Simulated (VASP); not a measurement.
# Si16O (a cell with a defect) in VASP: further runs, part 2 of 2

VASP 6.6.1. The steps go on from the part before.

### 3 Single point, PBE, collinear spin, zero start

INCAR

```
SYSTEM = Si16O
PREC = Accurate
ENCUT = 520
EDIFF = 1E-6
ISMEAR = 0
SIGMA = 0.05
LREAL = Auto
LASPH = .TRUE.
NELM = 150
ALGO = Normal
ISIF = 2
LWAVE = .FALSE.
LCHARG = .FALSE.
ISPIN = 2
MAGMOM = 0 0 0 0 0 0 0 0 0 0 0 0 0 0 0 0 0
LORBIT = 11
GGA = PE
NBANDS = 53
```

KPOINTS

```
regular mesh
0
G
  2 2 2
  0 0 0
```

POSCAR

```
Si16O
1.0
    0.0000000000      5.4300000000      5.4300000000
    5.4300000000      0.0000000000      5.4300000000
    5.4300000000      5.4300000000      0.0000000000
Si O
16 1
Direct
   -0.0119368324     -0.0090532228      0.0389930018
    0.1537281768      0.1379219153      0.1006110497
    0.0292251381     -0.0302509208      0.4695884899
    0.0873489871      0.1059320442      0.6546581952
   -0.0028317680      0.5074280847      0.0022813076
    0.1221979742      0.6171570902      0.1395685083
   -0.0025023020      0.4804671271      0.5150074586
    0.1366348987      0.6021168508      0.6318866483
    0.5224561694     -0.0086047882     -0.0105521179
    0.6153240331      0.1228999079      0.1356831492
    0.4632122468     -0.0043155617      0.5124523941
    0.6133243094      0.1126955801      0.6153850829
    0.4956460405      0.4963815838      0.0049204420
    0.6220107735      0.6181087477      0.1317779926
    0.5084849908      0.4863144567      0.5060805709
    0.6224353591      0.6214558011      0.6310701657
    0.8440327808      0.9628672192      0.4143079190
```

Potentials or basis: VASP PAW PBE potentials, release 64 (Si, O).

Command:

```bash
> cat potpaw_PBE.64/Si/POTCAR potpaw_PBE.64/O/POTCAR > POTCAR
> mpirun -np 1 vasp_std > vasp.out
```

OUTCAR:

```text
SYSTEM = Si16O
   PREC = Accurate
   ENCUT = 520
   EDIFF = 1E-6
   ISMEAR = 0
   LREAL = Auto
   LASPH = .TRUE.
   NELM = 150
   ISIF = 2
   ISPIN = 2
   LORBIT = 11
   GGA = PE

 ion  position               nearest neighbor table
   1  0.988  0.991  0.039-  10 2.34   6 2.35   2 2.38   4 2.43  17 2.45
   2  0.154  0.138  0.101-   9 2.32   5 2.33   3 2.34   1 2.38
   3  0.029  0.970  0.470-  17 1.70   8 2.32   2 2.34   4 2.43  12 2.61
   4  0.087  0.106  0.655-  11 2.36   7 2.36   1 2.43   3 2.43
   5  0.997  0.507  0.002-   2 2.33   8 2.33   6 2.34  14 2.35
   6  0.122  0.617  0.140-   5 2.34  13 2.34   1 2.35   7 2.36
   7  0.997  0.480  0.515-  16 2.35   6 2.36   4 2.36   8 2.37
   8  0.137  0.602  0.632-   3 2.32   5 2.33  15 2.33   7 2.37
   9  0.522  0.991  0.989-   2 2.32  10 2.33  14 2.35  12 2.36
  10  0.615  0.123  0.136-   9 2.33  13 2.34   1 2.34  11 2.37
[... 1060 lines left out ...]
      4.10902      1.42139      4.01470         0.220830      0.040476      0.056125
[... 9 lines left out ...]
      6.80122      6.80653      6.75433        -0.029868     -0.001942     -0.056998
      7.47806      6.83279      9.81147         3.020832      0.043997     -0.318248
 -----------------------------------------------------------------------------------
    total drift:                                0.001757      0.003052     -0.001869

  FREE ENERGIE OF THE ION-ELECTRON SYSTEM (eV)
  ---------------------------------------------------
  free  energy   TOTEN  =       -91.2049661981 eV

  energy  without entropy=      -91.2049661981  energy(sigma->0) =      -91.20496620

 total charge

# of ion       s       p       d       tot
------------------------------------------
    1        0.748   0.909   0.000   1.657
    2        0.757   0.951   0.000   1.708
    3        0.741   0.918   0.000   1.658
    4        0.759   0.910   0.000   1.669
    5        0.740   0.966   0.000   1.706
    6        0.739   0.961   0.000   1.700
[... 9 lines left out ...]
   16        0.743   0.952   0.000   1.695
   17        1.598   3.432   0.000   5.030
--------------------------------------------------
tot         13.543  18.474   0.000  32.017

 magnetization (x)

# of ion       s       p       d       tot
------------------------------------------
    1       -0.000  -0.000   0.000  -0.000
    2       -0.000  -0.000   0.000  -0.000
    3        0.000   0.000   0.000   0.000
    4        0.000   0.000   0.000   0.000
    5        0.000   0.000   0.000   0.000
    6       -0.000   0.000   0.000  -0.000
[... 9 lines left out ...]
   16        0.000   0.000   0.000   0.000
   17       -0.000  -0.000   0.000  -0.000
--------------------------------------------------
tot         -0.000  -0.000   0.000  -0.000
```

stdout:

```text
POSCAR found type information on POSCAR SiO
 POSCAR found :  2 types and      17 ions
 scaLAPACK will be used
 LDA part: xc-table for (Slater+PW92), standard interpolation
 POSCAR, INCAR and KPOINTS ok, starting setup
 FFT: planning ... GRIDC
 FFT: planning ... GRID_SOFT
 FFT: planning ... GRID
 WAVECAR not read
 entering main loop
```

Run time: 7.2 min. Hardware: 1 thread of Intel Xeon 6975P-C (Granite Rapids), shared host; peak memory 0.71 GiB.

What came out:

| Property | Result |
| --- | --- |
| Free energy | -91.2050 eV |
| Pressure | 3.2 GPa |
| Largest force | 3.038 eV/Å |
| Band gap on the k mesh | 0.55 eV |
| Net moment | 0.00 μB per cell |
| Valence electrons inside the program's atomic spheres | Si 1.66, 1.71, 1.67, 1.70, 1.69, 1.61 (each value once); O 5.03 |

Forces in eV/Å, atoms in the order of the input:
```
Si  -0.471 -0.524  0.368
Si  -0.371  0.025 -0.117
Si  -0.457  1.017  0.904
Si   0.161 -0.285 -0.328
Si  -0.046  0.102 -0.014
Si   0.221  0.040  0.056
Si   0.018 -0.007 -0.009
Si  -0.299  0.226  0.028
Si  -0.379  0.009  0.206
Si  -0.069  0.081  0.014
Si  -0.116 -0.469 -0.473
Si  -0.744 -0.461 -0.292
Si  -0.002  0.009 -0.040
Si  -0.099  0.010  0.045
Si  -0.338  0.185  0.027
Si  -0.030 -0.002 -0.057
O    3.021  0.044 -0.318
```

Levels at points of the mesh, in eV from the valence-band top:
Spin up:
| k point | band 32 | band 33 | band 34 | band 35 | band 36 | band 37 | band 38 | band 39 |
| --- | --- | --- | --- | --- | --- | --- | --- | --- |
| (0.00, 0.00, 0.00) | -0.74 | -0.38 | -0.05 | 0.00 | 0.55 | 0.75 | 0.78 | 0.90 |
| (0.50, 0.00, 0.00) | -1.16 | -0.78 | -0.61 | -0.42 | 1.03 | 1.34 | 1.42 | 1.53 |
| (0.00, 0.50, 0.00) | -1.14 | -0.77 | -0.72 | -0.35 | 0.98 | 1.41 | 1.51 | 1.59 |
| (0.00, 0.00, 0.50) | -1.27 | -0.79 | -0.71 | -0.45 | 0.98 | 1.39 | 1.50 | 1.64 |
| (0.50, 0.50, 0.50) | -1.45 | -0.79 | -0.65 | -0.52 | 1.31 | 1.45 | 1.48 | 1.61 |
| (0.50, 0.50, 0.00) | -1.47 | -1.34 | -1.20 | -0.91 | 1.17 | 1.25 | 1.43 | 2.40 |
| (0.00, 0.50, 0.50) | -1.44 | -1.31 | -1.29 | -0.59 | 0.64 | 1.25 | 1.36 | 2.39 |
| (0.50, 0.00, 0.50) | -1.56 | -1.32 | -1.11 | -0.92 | 1.12 | 1.33 | 1.40 | 2.39 |
Spin down:
```tsv
k point	band 33	band 34	band 35	band 36	band 37	band 38
(0.00, 0.00, 0.00)	-0.38	-0.05	0.00	0.55	0.75	0.78
(0.50, 0.00, 0.00)	-0.78	-0.61	-0.42	1.03	1.34	1.42
(0.00, 0.50, 0.00)	-0.77	-0.72	-0.35	0.98	1.41	1.51
(0.00, 0.00, 0.50)	-0.79	-0.71	-0.45	0.98	1.39	1.50
(0.50, 0.50, 0.50)	-0.79	-0.65	-0.52	1.31	1.45	1.48
(0.50, 0.50, 0.00)	-1.34	-1.20	-0.91	1.17	1.25	1.43
(0.00, 0.50, 0.50)	-1.31	-1.29	-0.59	0.64	1.25	1.36
(0.50, 0.00, 0.50)	-1.32	-1.11	-0.92	1.12	1.33	1.40
```

Caveat: the k points lie up to 0.50 Å⁻¹ apart.
